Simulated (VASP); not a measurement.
A run of VASP 6.6.1:

The input INCAR:

```
PREC = Accurate
ENCUT = 520
EDIFF = 1E-6
ISMEAR = -1
SIGMA = 0.05
LREAL = F
LASPH = T
NELM = 150
ALGO = Normal
ISIF = 2
LWAVE = F
LCHARG = F
ISPIN = 2
MAGMOM = 3 3
LORBIT = 11
LMAXMIX = 4
NBANDS = 19
```

Contents of KPOINTS:

```
regular mesh
0
Gamma
  12 12 7
```

File POSCAR:

```
Fe
1.0
    2.4818982858      0.0000000000      0.0000000000
   -1.2409491429      2.1493869651      0.0000000000
    0.0000000000      0.0000000000      3.9172856485
Fe
2
Direct
    0.6666666667      0.3333333333      0.7500000000
    0.3333333333      0.6666666667      0.2500000000
```

Potentials or basis: VASP PAW LDA potentials, release 64 (Fe).

Command:

```console
$ cat potpaw_LDA.64/Fe/POTCAR > POTCAR
$ mpirun -np 1 vasp_std > vasp.out
```

Hardware: 1 thread of Intel(R) Xeon(R) Platinum 8488C (Sapphire Rapids), with other jobs on the host.

Question: Estimate the wall time of this run.

Answer: Run time: 40 s on 1 thread of Intel(R) Xeon(R) Platinum 8488C (Sapphire Rapids), on a shared host, peak memory 0.15 GiB. Counts: scf iterations 14, k points 76.
